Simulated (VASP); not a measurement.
# CdTe (F-43m) in VASP: single point with HSE06

Aim: the single point of CdTe with HSE06.

All numbers are computed with VASP 6.6.1; they aren't measurements. Logs are shortened: lines on timing, memory, paths and dates and some standing lists are left out, and cuts for length are marked.

## Step 1: The cell of the first run

It takes space group F-43m (No. 216, cubic). The conventional cell has a = 6.564 Å, b = 6.564 Å, c = 6.564 Å, α = 90.00°, β = 90.00°, γ = 90.00°. Cd (site symmetry -43m) has 4 Te at 2.84 Å within 3.7 Å. Te (site symmetry -43m) has 4 Cd at 2.84 Å within 3.7 Å.

## Step 2: Single point, HSE06

POSCAR reads:

```
CdTe
1.0
    0.0000000000      3.2821135600      3.2821135600
    3.2821135600      0.0000000000      3.2821135600
    3.2821135600      3.2821135600      0.0000000000
Cd Te
1 1
Direct
    0.0000000000      0.0000000000      0.0000000000
    0.7500000000      0.7500000000      0.7500000000
```

INCAR.step1 reads:

```
SYSTEM = CdTe
ALGO = Normal
EDIFF = 1E-5
ENCUT = 520
GGA = PE
ISIF = 2
ISMEAR = 0
LASPH = .TRUE.
LCHARG = .FALSE.
LREAL = .FALSE.
LWAVE = .TRUE.
NBANDS = 16
NELM = 60
PREC = Accurate
SIGMA = 0.1
```

INCAR.step2 reads:

```
SYSTEM = CdTe
ALGO = Normal
EDIFF = 1E-6
ENCUT = 520
GGA = PE
HFSCREEN = 0.2079
ISIF = 2
ISMEAR = 0
ISTART = 1
LASPH = .TRUE.
LCHARG = .FALSE.
LHFCALC = .TRUE.
LREAL = .FALSE.
LWAVE = .FALSE.
NBANDS = 16
NELM = 60
PREC = Accurate
PRECFOCK = Normal
SIGMA = 0.1
```

KPOINTS reads:

```
k-points
0
G
  6 6 6
  0 0 0
```

Potentials or basis: VASP PAW PBE potentials, release 64 (Cd, Te).

Launch:

```bash
$ cat potpaw_PBE.64/Cd/POTCAR potpaw_PBE.64/Te/POTCAR > POTCAR
$ cp INCAR.step1 INCAR
$ mpirun -np 1 vasp_std > vasp.out
$ cp INCAR.step2 INCAR
$ mpirun -np 1 vasp_std > vasp.out
```

OUTCAR:

```text
SYSTEM = CdTe
   EDIFF = 1E-6
   ENCUT = 520
   GGA = PE
   HFSCREEN = 0.2079
   ISIF = 2
   ISMEAR = 0
   ISTART = 1
   LASPH = .TRUE.
   LHFCALC = .TRUE.
   LREAL = .FALSE.
   NELM = 60
   PREC = Accurate
   PRECFOCK = Normal

 ion  position               nearest neighbor table
   1  0.000  0.000  0.000-   2 2.84   2 2.84   2 2.84   2 2.84
   2  0.750  0.750  0.750-   1 2.84   1 2.84   1 2.84   1 2.84

  LATTYP: Found a face centered cubic cell.
 ALAT       =     6.5642271200

  Lattice vectors:

 A1 = (   0.0000000000,   3.2821135600,   3.2821135600)
 A2 = (   3.2821135600,   0.0000000000,   3.2821135600)
 A3 = (   3.2821135600,   3.2821135600,   0.0000000000)

Analysis of symmetry for initial positions (statically):
=====================================================================
 Subroutine PRICEL returns:
 Original cell was already a primitive cell.

 Routine SETGRP: Setting up the symmetry group for a
 face centered cubic supercell.

 Subroutine GETGRP returns: Found 24 space group operations
 (whereof 24 operations were pure point group operations)
 out of a pool of 48 trial point group operations.

The static configuration has the point symmetry T_d .

Analysis of symmetry for dynamics (positions and initial velocities):
=====================================================================
 Subroutine PRICEL returns:
 Original cell was already a primitive cell.

 Routine SETGRP: Setting up the symmetry group for a
 face centered cubic supercell.

 Subroutine GETGRP returns: Found 24 space group operations
 (whereof 24 operations were pure point group operations)
 out of a pool of 48 trial point group operations.

The dynamic configuration has the point symmetry T_d .

 Subroutine INISYM returns: Found 24 space group operations
 (whereof 24 operations are pure point group operations),
 and found     1 'primitive' translations

----------------------------------------------------------------------------------------

                                     Primitive cell

  volume of cell :      70.7116

  direct lattice vectors                    reciprocal lattice vectors
     0.000000000  3.282113560  3.282113560    -0.152340859  0.152340859  0.152340859
     3.282113560  0.000000000  3.282113560     0.152340859 -0.152340859  0.152340859
     3.282113560  3.282113560  0.000000000     0.152340859  0.152340859 -0.152340859

  length of vectors
     4.641609510  4.641609510  4.641609510     0.263862108  0.263862108  0.263862108

  position of ions in fractional coordinates (direct lattice)
     0.000000000  0.000000000  0.000000000
     0.750000000  0.750000000  0.750000000

  ion indices of the primitive-cell ions
   primitive index   ion index
                 1           1
                 2           2

----------------------------------------------------------------------------------------

 KPOINTS: k-points

Automatic generation of k-mesh.
 Grid dimensions read from file:
 generate k-points for:    6    6    6

 Generating k-lattice:

  Cartesian coordinates                     Fractional coordinates (reciprocal lattice)
    -0.025390143  0.025390143  0.025390143     0.166666667  0.000000000  0.000000000
     0.025390143 -0.025390143  0.025390143     0.000000000  0.166666667  0.000000000
     0.025390143  0.025390143 -0.025390143     0.000000000  0.000000000  0.166666667

  Length of vectors
     0.043977018  0.043977018  0.043977018

  Shift w.r.t. Gamma in fractional coordinates (k-lattice)
     0.000000000  0.000000000  0.000000000

 Subroutine IBZKPT returns following result:
 ===========================================

 Found     16 irreducible k-points:

 Following reciprocal coordinates:
            Coordinates               Weight
  0.000000  0.000000  0.000000      1.000000
  0.166667  0.000000  0.000000      8.000000
  0.333333  0.000000  0.000000      8.000000
  0.500000  0.000000  0.000000      4.000000
  0.166667  0.166667  0.000000      6.000000
  0.333333  0.166667  0.000000     24.000000
[... 8 lines left out ...]
 -0.333333  0.333333  0.166667     24.000000
 -0.333333  0.500000  0.166667     12.000000
   k-points           NKPTS =     16   k-points in BZ     NKDIM =    216   number of bands    NBANDS=     16
   number of dos      NEDOS =    301   number of ions     NIONS =      2
   total plane-waves  NPLWV =  46656
   dimension x,y,z NGX =    36 NGY =   36 NGZ =   36
   dimension x,y,z NGXF=    72 NGYF=   72 NGZF=   72
   ions per type =               1   1
   NGX,Y,Z   is equivalent  to a cutoff of  12.89, 12.89, 12.89 a.u.
   NGXF,Y,Z  is equivalent  to a cutoff of  25.79, 25.79, 25.79 a.u.
 SYSTEM =  CdTe
   PREC   = accura    normal or accurate (medium, high low for compatibility)
   ISTART =      1    job   : 0-new  1-cont  2-samecut
   ICHARG =      0    charge: 1-file 2-atom 10-const
   ISPIN  =      1    spin polarized calculation?
   LNONCOLLINEAR =      F non collinear calculations
   LSORBIT =      F    spin-orbit coupling
   LASPH  =      T    aspherical Exc in radial PAW
   ENCUT  =  520.0 eV  38.22 Ry    6.18 a.u.   8.63  8.63  8.63*2*pi/ulx,y,z
   NELM   =     60;   NELMIN=  2; NELMDL=  0     # of ELM steps
   EDIFF  = 0.1E-05   stopping-criterion for ELM
   LREAL  =      F    real-space projection
   EDIFFG = 0.1E-04   stopping-criterion for IOM
   NSW    =      0    number of steps for IOM
   IBRION =     -1    ionic relax: 0-MD 1-quasi-New 2-CG
   NFREE  =      0    steps in history (QN), initial steepest desc. (CG)
   ISIF   =      2    stress and relaxation
   ISYM   =      3    0-nonsym 1-usesym 2-fastsym
   POTIM  = 0.5000    time-step for ionic-motion
   TEBEG  =    0.0;   TEEND  =   0.0 temperature during run
   PSTRESS=    0.0 pullay stress
   NELECT =      18.0000    total number of electrons
   NUPDOWN=      -1.0000    fix difference up-down
   EMIN   =  10.00;   EMAX   =-10.00  energy-range for DOS
   EFERMI =   0.00;   METHOD = LEGACY
   ISMEAR =     0;   SIGMA  =   0.10  broadening in eV -4-tet -1-fermi 0-gaus
   EFERMI_NEDOS =   21; number of points for ismear=-14 and -15
   IALGO  =     38    algorithm
   IMIX   =      1    mixing-type and parameters
     AMIX     =   0.40;   BMIX     =  1.00
     AMIX_MAG =   1.60;   BMIX_MAG =  1.00
  volume/ion in A,a.u.               =      35.36       238.59
  Fermi-wavevector in a.u.,A,eV,Ry     =   1.037533  1.960654 14.646338  1.076475
  Thomas-Fermi vector in A             =   2.171976
   LORBIT       =      0    0 simple, 1 ext, 2 COOP (PROOUT), +10 PAW based schemes
   GGA     = PE    functional components
   LHFCALC =     T    Hartree Fock is set to
   PRECFOCK=normal    Normal, Fast or Accurate (Low or Medium for compatibility)
   ENCUT4O =  -1.0   cutoff for four orbital integrals eV
   NKREDX  =     1    reduce k-point grid by
   NKREDY  =     1    reduce k-point grid by
   NKREDZ  =     1    reduce k-point grid by
   AEXX    =    0.2500 exact exchange contribution
   HFSCREEN=    0.2079 screening length (either q_TF or 0.3 A-1)
   HFSCREENC=   0.2079 screening length for correlation (either q_TF or 0.3 A-1)
   ENCUTFOCK=  -1.0 apply spherical cutoff to Coloumb kernel
   IVDW    =     0    specifies the selected vdW correction
   LEPSILON=     F    determine dielectric tensor
   LRPA    =     F    only Hartree local field effects (RPA)
 non-spin polarized calculation
 Gauss-broadening in eV      SIGMA  =   0.10
  energy-cutoff  :      520.00
  volume of cell :       70.71
 maximum number of plane-waves:      1932
 NGX is ok and might be reduce to    36
  NGX = 28; NGY = 28; NGZ = 28

 number of electron      18.0000006 magnetization

 Free energy of the ion-electron system (eV)
  ---------------------------------------------------
  ext. energy  EPLUGINS =         0.00000000
  ---------------------------------------------------
  free energy    TOTEN  =        -6.03834215 eV

  energy without entropy =       -6.03834215  energy(sigma->0) =       -6.03834215

 E-fermi :   1.9484     XC(G=0):  -7.0355

 val. band max:        1.5026765935   @ k =   0.0000   0.0000   0.0000
 cond. band min:       2.9231795838   @ k =   0.0000   0.0000   0.0000
 fundamental gap:      1.4205029903
 Fermi energy:         1.9483684055

 k-point     1 :       0.0000    0.0000    0.0000
  band No.  band energies     occupation
      1     -10.4162      2.00000
      2      -7.9712      2.00000
      3      -7.9712      2.00000
      4      -7.9712      2.00000
      5      -7.7347      2.00000
      6      -7.7347      2.00000
[... 8 lines left out ...]
     15      11.7649      0.00000
     16      11.7649      0.00000

 k-point     2 :       0.1667    0.0000    0.0000
  band No.  band energies     occupation
      1     -10.3229      2.00000
      2      -7.9549      2.00000
      3      -7.9549      2.00000
      4      -7.8737      2.00000
      5      -7.7356      2.00000
      6      -7.7356      2.00000
[... 8 lines left out ...]
     15      10.8693      0.00000
     16      10.9122      0.00000

 k-point     3 :       0.3333    0.0000    0.0000
  band No.  band energies     occupation
      1     -10.1458      2.00000
      2      -7.9263      2.00000
      3      -7.9263      2.00000
      4      -7.7327      2.00000
      5      -7.7327      2.00000
      6      -7.5683      2.00000
[... 8 lines left out ...]
     15      11.3056      0.00000
     16      11.3056      0.00000

 k-point     4 :       0.5000    0.0000    0.0000
  band No.  band energies     occupation
      1     -10.0645      2.00000
      2      -7.9148      2.00000
      3      -7.9148      2.00000
      4      -7.7281      2.00000
      5      -7.7281      2.00000
      6      -7.3216      2.00000
[... 8 lines left out ...]
     15      12.8104      0.00000
     16      12.8104      0.00000
[... 172 lines left out ...]
 k-point    14 :       0.5000    0.3333    0.1667
  band No.  band energies     occupation
      1     -10.0395      2.00000
      2      -7.8876      2.00000
      3      -7.8790      2.00000
      4      -7.7672      2.00000
      5      -7.7241      2.00000
      6      -7.3393      2.00000
[... 8 lines left out ...]
     15      12.7368      0.00000
     16      13.9160      0.00000

 k-point    15 :      -0.3333    0.3333    0.1667
  band No.  band energies     occupation
      1      -9.9905      2.00000
      2      -7.8796      2.00000
      3      -7.8667      2.00000
      4      -7.7558      2.00000
      5      -7.7317      2.00000
      6      -7.1534      2.00000
[... 8 lines left out ...]
     15      12.9313      0.00000
     16      13.6726      0.00000

 k-point    16 :      -0.3333    0.5000    0.1667
  band No.  band energies     occupation
      1      -9.9664      2.00000
      2      -7.8572      2.00000
      3      -7.8508      2.00000
      4      -7.7758      2.00000
      5      -7.7235      2.00000
      6      -7.0991      2.00000
[... 8 lines left out ...]
     15      13.5643      0.00000
     16      13.8111      0.00000

------------------------ aborting loop because EDIFF is reached ----------------------------------------

  FORCE on cell =-STRESS in cart. coord.  units (eV):
  Direction    XX          YY          ZZ          XY          YZ          ZX
  --------------------------------------------------------------------------------------
  -------------------------------------------------------------------------------------
  Total       -0.0221876     -0.0221876     -0.0221876      0.0000000      0.0000000     -0.0000000
  in kB       -0.5027255     -0.5027255     -0.5027255      0.0000000      0.0000000     -0.0000000
  external PRESSURE =      -0.5027255 kB  Pullay stress =       0.0000000 kB

 VOLUME and BASIS-vectors are now :
 -----------------------------------------------------------------------------
  energy-cutoff  :      520.00
  volume of cell :       70.71
      direct lattice vectors                 reciprocal lattice vectors
     0.000000000  3.282113560  3.282113560    -0.152340859  0.152340859  0.152340859
     3.282113560  0.000000000  3.282113560     0.152340859 -0.152340859  0.152340859
     3.282113560  3.282113560  0.000000000     0.152340859  0.152340859 -0.152340859

 POSITION                                       TOTAL-FORCE (eV/Angst)
 -----------------------------------------------------------------------------------
      0.00000      0.00000      0.00000         0.000000      0.000000      0.000000
      4.92317      4.92317      4.92317        -0.000000     -0.000000     -0.000000
 -----------------------------------------------------------------------------------
    total drift:                               -0.000004     -0.000006     -0.000003

  FREE ENERGIE OF THE ION-ELECTRON SYSTEM (eV)
  ---------------------------------------------------
  free  energy   TOTEN  =        -6.0383421453 eV

  energy  without entropy=       -6.0383421453  energy(sigma->0) =       -6.03834215
```

Wall time 1.5 h (1 thread of Oxide Virtual Turin-like, shared host); peak memory 0.32 GiB.

What came out:

| Item | Value |
| --- | --- |
| Free energy | -6.0383 eV |
| Pressure | -0.1 GPa |
| Band gap on the k mesh | 1.42 eV |

Levels at points of the mesh, in eV from the valence-band top:
| k point | band 5 | band 6 | band 7 | band 8 | band 9 | band 10 | band 11 | band 12 | band 13 | band 14 |
| --- | --- | --- | --- | --- | --- | --- | --- | --- | --- | --- |
| (0.00, 0.00, 0.00) | -9.24 | -9.24 | 0.00 | 0.00 | 0.00 | 1.42 | 5.49 | 5.49 | 5.49 | 8.43 |
| (0.50, 0.00, 0.00) | -9.23 | -8.82 | -4.51 | -0.77 | -0.77 | 2.57 | 6.06 | 6.06 | 7.93 | 9.58 |
| (0.50, 0.50, 0.00) | -9.21 | -8.65 | -4.41 | -1.87 | -1.87 | 3.35 | 3.47 | 9.74 | 10.16 | 10.16 |

Caveat: the PAW data sets were made with another functional, which shifts forces and pressure a little; spin-orbit coupling is left out, which moves the levels of the heavy elements.
